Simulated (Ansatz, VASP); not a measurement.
# One calculation of Ru, two programs

```
CELL_PARAMETERS angstrom
2.70389 0.00000 0.00000
-1.35194 2.34164 0.00000
0.00000 0.00000 4.28168
ATOMIC_POSITIONS crystal
Ru 0.33333 0.66667 0.25000
Ru 0.66667 0.33333 0.75000
```

Alike in both runs: task relaxation of cell and atoms; functional LDA; k mesh 21 × 21 × 12; occupations fermi-dirac, width 0.05 eV; no spin polarisation.

```csv
,VASP,Ansatz
version,VASP 6.6.1,Ansatz 0.2.0
potentials or method,"VASP PAW LDA potentials, release 64 (Ru_pv)","PAW with Ansatz's default frozen-core files, scalar-relativistic"
plane-wave cutoff (eV),600,420
valence electrons in the cell,28,32
```

Ansatz gave:

```
relaxed volume (Å³/atom)                                     : 13.09
relaxed cell length with the largest relative difference (Å) : 4.223
```

Q: What did VASP give for the same quantities?

A: Relaxed volume (Å³/atom): 13.12; relaxed cell length with the largest relative difference (Å): 4.227.

LDA's correlation is that of Perdew and Zunger in VASP and of Perdew and Wang (1992) in Ansatz. VASP's potentials hold 28 valence electrons a cell and Ansatz's 32, so a difference there can come from the potentials and not from the codes.
